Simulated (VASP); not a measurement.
Here is a VASP 6.6.1 calculation.

The input INCAR:

```
SYSTEM = Rh
PREC     = Accurate       ! precision mode
ENCUT    = 520            ! plane-wave cutoff, eV
EDIFF    = 1E-6           ! SCF threshold, eV
ISMEAR   = -1             ! smearing method
SIGMA    = 0.05           ! smearing width, eV
LREAL    = .FALSE.        ! projectors in reciprocal space
LASPH    = .TRUE.         ! aspherical terms in the spheres
NELM     = 150            ! most SCF steps
ALGO     = Normal         ! electronic algorithm
ISIF     = 2              ! what is computed and relaxed
LWAVE    = .FALSE.        ! write WAVECAR
LCHARG   = .FALSE.        ! write CHGCAR
ISPIN    = 2              ! spin polarisation
MAGMOM   = 1              ! initial moments
LORBIT   = 11             ! projections on sites
LMAXMIX  = 4              ! l up to which the mixer works
GGA      = PE             ! functional
NBANDS   = 18             ! bands
```

The input KPOINTS:

```
Automatic mesh
0
G
  23 23 23
  0 0 0
```

Contents of POSCAR:

```
Rh
1.0
    0.0000000000      1.9404250384      1.9404250384
    1.9404250384      0.0000000000      1.9404250384
    1.9404250384      1.9404250384      0.0000000000
Rh
1
Direct
    0.0000000000      0.0000000000      0.0000000000
```

Potentials or basis: VASP PAW PBE potentials, release 64 (Rh_pv).

Launch:

```bash
$ cat potpaw_PBE.64/Rh_pv/POTCAR > POTCAR
$ mpirun -np 1 vasp_std > vasp.out
```

Q: Predict the net moment.

A: 0.00 μB per cell.

Q: Estimate the pressure.

A: -9.1 GPa.

Caveat: the cell stands under tension.
